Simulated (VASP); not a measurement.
Set up this calculation in VASP 6.6.1, as the native input.

| Property | Result |
| --- | --- |
| Task | single point |
| Functional | PBE |
| Potentials or basis | VASP PAW PBE potentials, release 64 (Mg, Tl_d, S) |
| Cutoff | 520 eV |
| k mesh | 12 × 12 × 12 |
| Occupations | gaussian, width 0.1 eV |
| Spin | no spin polarisation |
| Dipole correction | no |
| Further INCAR settings | ALGO = Normal; EDIFF = 1e-06; NBANDS = 28 |

The structure of MgTl2S2 lies in POSCAR:

```
MgTl2S2
1.0
   -2.1152464592      2.1152464592      7.3855752012
    2.1152464592     -2.1152464592      7.3855752012
    2.1152464592      2.1152464592     -7.3855752012
Mg Tl S
1 2 2
Direct
    0.0000000000      0.0000000000      0.0000000000
    0.2500000000      0.7500000000      0.5000000000
    0.7500000000      0.2500000000      0.5000000000
    0.5752354364      0.5752354364      0.0000000000
    0.4247645636      0.4247645636      0.0000000000
```

One way to write it, as run:

INCAR

```
  PREC = Accurate
  ENCUT = 520
  EDIFF = 1E-6
  ISMEAR = 0
  SIGMA = 0.1
  LREAL = F
  LASPH = T
  NELM = 80
  ALGO = Normal
  ISIF = 2
  LWAVE = F
  LCHARG = F
  GGA = PE
  NBANDS = 28
```

KPOINTS

```
regular mesh
0
Gamma
  12 12 12
```

Potentials or basis: VASP PAW PBE potentials, release 64 (Mg, Tl_d, S).

Run with:

```sh
$ cat potpaw_PBE.64/Mg/POTCAR potpaw_PBE.64/Tl_d/POTCAR potpaw_PBE.64/S/POTCAR > POTCAR
$ mpirun -np 1 vasp_std > vasp.out
```

Results of the run:

```yaml
Pressure: -0.1 GPa
Largest_force: 0.077 eV/Å
Band_gap_on_the_k_mesh: zero (bands 20 and 21 overlap by 2.84 eV)
```

Caveat: spin-orbit coupling is left out, which moves the levels of the heavy elements.

Wall time 28 min on 1 thread of Oxide Virtual Turin-like Processor (shared host), peak memory 0.87 GiB.
